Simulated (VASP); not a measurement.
A run of VASP 6.6.1:

File INCAR:

```
SYSTEM = Pt
ALGO = Normal ; EDIFF = 1E-6
ENCUT = 500 ; GGA_COMPAT = .False.
ISIF = 2 ; ISMEAR = -1
LASPH = .True. ; LCHARG = .True.
LELF = .True. ; LREAL = .False.
LVHAR = .True. ; LWAVE = .False.
NBANDS = 11 ; NELM = 120
PREC = Accurate ; SIGMA = 0.05
```

The input KPOINTS:

```
k-points
0
Gamma
  9 9 9
  0 0 0
```

Contents of POSCAR:

```
Pt
1.0
   -1.5815752205      1.5815752205      1.5815752205
    1.5815752205     -1.5815752205      1.5815752205
    1.5815752205      1.5815752205     -1.5815752205
Pt
1
Direct
    0.0000000000      0.0000000000      0.0000000000
```

Potentials or basis: VASP PAW LDA potentials, release 64 (Pt).

Launch:

```sh
$ cat potpaw_LDA.64/Pt/POTCAR > POTCAR
$ mpirun -np 1 vasp_std > vasp.out
```

Hardware: 1 thread of AMD EPYC 9R45 96-Core Processor (Zen 5), with other jobs on the host.

Question: How long does it take, and how much memory?

Answer: Wall time 2.9 s on 1 thread of AMD EPYC 9R45 96-Core Processor (Zen 5) (shared host), peak memory 0.09 GiB. Counts: scf iterations 11, k points 35.
